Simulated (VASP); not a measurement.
# BN in VASP: notebook

BN is run at these levels: PBE+D3(BJ); tasks: single point.

All numbers are computed with VASP 6.6.1; they aren't measurements. Logs are shortened: lines on timing, memory, paths and dates and some standing lists are left out, and cuts for length are marked.

## Step 1: The cell of the first run

The cell holds a slab with vacuum, 2 atoms: a = 2.383 Å, b = 2.383 Å, c = 26.000 Å, α = 90.00°, β = 90.00°, γ = 120.00°.

## Step 2: Single point, PBE+D3(BJ)

The input, INCAR:

```
  PREC = Accurate
  ENCUT = 520
  EDIFF = 1E-6
  ISMEAR = 0
  SIGMA = 0.02
  LREAL = False
  LASPH = True
  NELM = 80
  ALGO = Normal
  ISIF = 2
  LWAVE = False
  LCHARG = False
  LDIPOL = True
  IDIPOL = 3
  DIPOL = 0.5 0.5 0.500
  GGA = PE
  IVDW = 12
  NBANDS = 11
```

The input, KPOINTS:

```
regular mesh
0
Gamma
  12 12 1
```

The input, POSCAR:

```
BN
1.0
    2.3830000000      0.0000000000      0.0000000000
   -1.1915000000      2.0637385372      0.0000000000
    0.0000000000      0.0000000000     26.0000000000
B N
1 1
Direct
    0.0000000000      0.0000000000      0.5164807692
    0.6666666667      0.3333333333      0.4835192308
```

Potentials or basis: VASP PAW PBE potentials, release 64 (B, N).

Command:

```console
> cat potpaw_PBE.64/B/POTCAR potpaw_PBE.64/N/POTCAR > POTCAR
> mpirun -np 1 vasp_std > vasp.out
```

OUTCAR:

```text
PREC = Accurate
   ENCUT = 520
   EDIFF = 1E-6
   ISMEAR = 0
   LREAL = False
   LASPH = True
   NELM = 80
   ISIF = 2
   GGA = PE
   IVDW = 12
 IVDW          = 12

 ion  position               nearest neighbor table
   1  0.000  0.000  0.516-   2 1.62   2 1.62   2 1.62
   2  0.667  0.333  0.484-   1 1.62   1 1.62   1 1.62

  LATTYP: Found a hexagonal cell.
 ALAT       =     2.3830000000
 C/A-ratio  =    10.9106168695

  Lattice vectors:

 A1 = (   2.3830000000,   0.0000000000,   0.0000000000)
 A2 = (  -1.1915000000,   2.0637385372,   0.0000000000)
 A3 = (   0.0000000000,   0.0000000000,  26.0000000000)

Analysis of symmetry for initial positions (statically):
=====================================================================
 Subroutine PRICEL returns:
 Original cell was already a primitive cell.

 Routine SETGRP: Setting up the symmetry group for a
 hexagonal supercell.

 Subroutine GETGRP returns: Found  6 space group operations
 (whereof  6 operations were pure point group operations)
 out of a pool of 24 trial point group operations.

The static configuration has the point symmetry C_3v.

Analysis of symmetry for dynamics (positions and initial velocities):
=====================================================================
 Subroutine PRICEL returns:
 Original cell was already a primitive cell.

 Routine SETGRP: Setting up the symmetry group for a
 hexagonal supercell.

 Subroutine GETGRP returns: Found  6 space group operations
 (whereof  6 operations were pure point group operations)
 out of a pool of 24 trial point group operations.

The dynamic configuration has the point symmetry C_3v.

 Subroutine INISYM returns: Found  6 space group operations
 (whereof  6 operations are pure point group operations),
 and found     1 'primitive' translations

----------------------------------------------------------------------------------------

                                     Primitive cell

  volume of cell :     127.8651

  direct lattice vectors                    reciprocal lattice vectors
     2.383000000  0.000000000  0.000000000     0.419639110  0.242278753  0.000000000
    -1.191500000  2.063738537  0.000000000     0.000000000  0.484557507  0.000000000
     0.000000000  0.000000000 26.000000000     0.000000000  0.000000000  0.038461538

  length of vectors
     2.383000000  2.383000000 26.000000000     0.484557507  0.484557507  0.038461538

  position of ions in fractional coordinates (direct lattice)
     0.000000000  0.000000000  0.516480769
     0.666666667  0.333333333  0.483519231

  ion indices of the primitive-cell ions
   primitive index   ion index
                 1           1
                 2           2

----------------------------------------------------------------------------------------

 KPOINTS: regular mesh

Automatic generation of k-mesh.
 Grid dimensions read from file:
 generate k-points for:   12   12    1

 Generating k-lattice:

  Cartesian coordinates                     Fractional coordinates (reciprocal lattice)
     0.034969926  0.020189896  0.000000000     0.083333333  0.000000000  0.000000000
     0.000000000  0.040379792  0.000000000     0.000000000  0.083333333  0.000000000
     0.000000000  0.000000000  0.038461538     0.000000000  0.000000000  1.000000000

  Length of vectors
     0.040379792  0.040379792  0.038461538

  Shift w.r.t. Gamma in fractional coordinates (k-lattice)
     0.000000000  0.000000000  0.000000000

 Subroutine IBZKPT returns following result:
 ===========================================

 Found     19 irreducible k-points:

 Following reciprocal coordinates:
            Coordinates               Weight
  0.000000  0.000000  0.000000      1.000000
  0.083333  0.000000  0.000000      6.000000
  0.166667  0.000000  0.000000      6.000000
  0.250000  0.000000  0.000000      6.000000
  0.333333  0.000000  0.000000      6.000000
  0.416667 -0.000000  0.000000      6.000000
[... 11 lines left out ...]
  0.333333  0.250000  0.000000     12.000000
  0.333333  0.333333  0.000000      2.000000
   k-points           NKPTS =     19   k-points in BZ     NKDIM =     19   number of bands    NBANDS=     11
   number of dos      NEDOS =    301   number of ions     NIONS =      2
   total plane-waves  NPLWV =  63504
   dimension x,y,z NGX =    18 NGY =   18 NGZ =  196
   dimension x,y,z NGXF=    36 NGYF=   36 NGZF=  392
   ions per type =               1   1
   NGX,Y,Z   is equivalent  to a cutoff of  12.56, 12.56, 12.53 a.u.
   NGXF,Y,Z  is equivalent  to a cutoff of  25.11, 25.11, 25.06 a.u.
 SYSTEM =  unknown system
   PREC   = accura    normal or accurate (medium, high low for compatibility)
   ISTART =      0    job   : 0-new  1-cont  2-samecut
   ICHARG =      2    charge: 1-file 2-atom 10-const
   ISPIN  =      1    spin polarized calculation?
   LNONCOLLINEAR =      F non collinear calculations
   LSORBIT =      F    spin-orbit coupling
   LASPH  =      T    aspherical Exc in radial PAW
   ENCUT  =  520.0 eV  38.22 Ry    6.18 a.u.   4.43  4.43 48.34*2*pi/ulx,y,z
   NELM   =     80;   NELMIN=  2; NELMDL= -5     # of ELM steps
   EDIFF  = 0.1E-05   stopping-criterion for ELM
   LREAL  =      F    real-space projection
   EDIFFG = 0.1E-04   stopping-criterion for IOM
   NSW    =      0    number of steps for IOM
   IBRION =     -1    ionic relax: 0-MD 1-quasi-New 2-CG
   NFREE  =      0    steps in history (QN), initial steepest desc. (CG)
   ISIF   =      2    stress and relaxation
   ISYM   =      2    0-nonsym 1-usesym 2-fastsym
   POTIM  = 0.5000    time-step for ionic-motion
   TEBEG  =    0.0;   TEEND  =   0.0 temperature during run
   PSTRESS=    0.0 pullay stress
   NELECT =       8.0000    total number of electrons
   NUPDOWN=      -1.0000    fix difference up-down
   EMIN   =  10.00;   EMAX   =-10.00  energy-range for DOS
   EFERMI =   0.00;   METHOD = LEGACY
   ISMEAR =     0;   SIGMA  =   0.02  broadening in eV -4-tet -1-fermi 0-gaus
   EFERMI_NEDOS =   21; number of points for ismear=-14 and -15
   IALGO  =     38    algorithm
   IMIX   =      4    mixing-type and parameters
     AMIX     =   0.40;   BMIX     =  1.00
     AMIX_MAG =   1.60;   BMIX_MAG =  1.00
  volume/ion in A,a.u.               =      63.93       431.44
  Fermi-wavevector in a.u.,A,eV,Ry     =   0.649911  1.228154  5.746894  0.422385
  Thomas-Fermi vector in A             =   1.719020
   LORBIT       =      0    0 simple, 1 ext, 2 COOP (PROOUT), +10 PAW based schemes
   GGA     = PE    functional components
   LHFCALC =     F    Hartree Fock is set to
   AEXX    =    0.0000 exact exchange contribution
   IVDW    =    12    specifies the selected vdW correction
   LEPSILON=     F    determine dielectric tensor
   LRPA    =     F    only Hartree local field effects (RPA)
 non-spin polarized calculation
 Gauss-broadening in eV      SIGMA  =   0.02
  energy-cutoff  :      520.00
  volume of cell :      127.87
 maximum number of plane-waves:      3535
 NGX is ok and might be reduce to    18
   NGX =  9   NGY =  9   NGZ = 97

 number of electron       8.0000001 magnetization

 dipolmoment           0.000000      0.000000     -0.065546 electrons x Angstroem

 Free energy of the ion-electron system (eV)
  ---------------------------------------------------
  ext. energy  EPLUGINS =         0.00000000
  ---------------------------------------------------
  free energy    TOTEN  =       -12.55417706 eV

  energy without entropy =      -12.55325734  energy(sigma->0) =      -12.55371720

 E-fermi :  -4.4022     XC(G=0):  -1.9848

 val. band max:       -4.4051299368   @ k =   0.1667   0.0833   0.0000
 cond. band min:      -4.1928399493   @ k =   0.2500   0.0000   0.0000
 fundamental gap:      0.2122899875
 Fermi energy:        -4.4021540299

 k-point     1 :       0.0000    0.0000    0.0000
  band No.  band energies     occupation
      1     -23.1309      2.00000
      2     -11.8768      2.00000
      3      -5.4240      2.00000
      4      -3.2812      0.00000
      5      -3.2812      0.00000
      6      -0.3619      0.00000
      7       0.5302      0.00000
      8       1.4876      0.00000
      9       2.2341      0.00000
     10       2.7989      0.00000
     11       3.0895      0.00000

 k-point     2 :       0.0833    0.0000    0.0000
  band No.  band energies     occupation
      1     -22.9595      2.00000
      2     -11.6929      2.00000
      3      -5.2828      2.00000
      4      -4.0155      0.00000
      5      -3.5458      0.00000
      6      -0.1252      0.00000
      7       0.7733      0.00000
      8       1.7288      0.00000
      9       2.4681      0.00000
     10       3.0331      0.00000
     11       3.3305      0.00000

 k-point     3 :       0.1667    0.0000    0.0000
  band No.  band energies     occupation
      1     -22.4517      2.00000
      2     -11.1516      2.00000
      3      -5.9239      2.00000
      4      -4.7863      2.00000
      5      -4.1916      0.00000
      6       0.5823      0.00000
      7       1.5021      0.00000
      8       2.4519      0.00000
      9       3.1527      0.00000
     10       3.7231      0.00000
     11       4.0475      0.00000
[... 197 lines left out ...]
 k-point    18 :       0.3333    0.2500    0.0000
  band No.  band energies     occupation
      1     -18.3580      2.00000
      2     -12.1403      2.00000
      3     -10.0027      2.00000
      4      -6.7539      2.00000
      5      -2.8441      0.00000
      6       1.1251      0.00000
      7       4.5514      0.00000
      8       8.2550      0.00000
      9       9.2830      0.00000
     10       9.5793      0.00000
     11      10.3566      0.00000

 k-point    19 :       0.3333    0.3333    0.0000
  band No.  band energies     occupation
      1     -18.0603      2.00000
      2     -11.5442      2.00000
      3     -11.2753      2.00000
      4      -6.4913      2.00000
      5      -2.5844      0.00000
      6       0.6007      0.00000
      7       4.5614      0.00000
      8       9.6036      0.00000
      9      10.0676      0.00000
     10      10.9478      0.00000
     11      11.2418      0.00000

------------------------ aborting loop because EDIFF is reached ----------------------------------------

 vacuum level on the upper side and lower side of the slab       (xc-potential included)        -1.191         1.172

 Edisp (eV)   -0.16652

 E8    (eV) :    -0.0533

  FORCE on cell =-STRESS in cart. coord.  units (eV):
  Direction    XX          YY          ZZ          XY          YZ          ZX
  --------------------------------------------------------------------------------------
  -------------------------------------------------------------------------------------
  Total       1.34599     1.34599    -6.44882     0.00000     0.00000     0.00000
  in kB      16.86555    16.86555   -80.80511     0.00000     0.00000     0.00000
  external pressure =      -15.69 kB  Pullay stress =        0.00 kB

 VOLUME and BASIS-vectors are now :
 -----------------------------------------------------------------------------
  energy-cutoff  :      520.00
  volume of cell :      127.87
      direct lattice vectors                 reciprocal lattice vectors
     2.383000000  0.000000000  0.000000000     0.419639110  0.242278753  0.000000000
    -1.191500000  2.063738537  0.000000000     0.000000000  0.484557507  0.000000000
     0.000000000  0.000000000 26.000000000     0.000000000  0.000000000  0.038461538

 POSITION                                       TOTAL-FORCE (eV/Angst)
 -----------------------------------------------------------------------------------
      0.00000      0.00000     13.42850         0.000000      0.000000     -7.506821
      1.19150      0.68791     12.57150        -0.000000     -0.000000      7.506821
 -----------------------------------------------------------------------------------
    total drift:                                0.000000      0.000000      0.000024

  FREE ENERGIE OF THE ION-ELECTRON SYSTEM (eV)
  ---------------------------------------------------
  free  energy   TOTEN  =       -12.7206935761 eV

  energy  without entropy=      -12.7197738500  energy(sigma->0) =      -12.72023371

 vacuum level on the upper side and lower side of the slab         0.122         2.535
```

Run time: 37 s. Hardware: 1 thread of Intel Xeon Platinum 8559C (Emerald Rapids), shared host; peak memory 0.23 GiB.

What came out:

```
Free energy                : -12.7207 eV
Largest force              : 7.507 eV/Å
Band gap on the k mesh     : zero (bands 4 and 5 overlap by 1.12 eV)
Dispersion energy per atom : -0.083 eV
```

Forces on the atoms (eV/Å):
```
B    0.000  0.000 -7.507
N    0.000  0.000  7.507
```

Levels at points of the mesh, in eV from the Fermi level:
```tsv
k point	band 1	band 2	band 3	band 4	band 5	band 6	band 7	band 8
(0.00, 0.00, 0.00)	-18.73	-7.47	-1.02	1.12	1.12	4.04	4.93	5.89
(0.50, 0.00, 0.00)	-14.48	-8.98	-2.81	-1.77	0.59	5.67	11.07	11.11
```

[end of part 1 of 2]
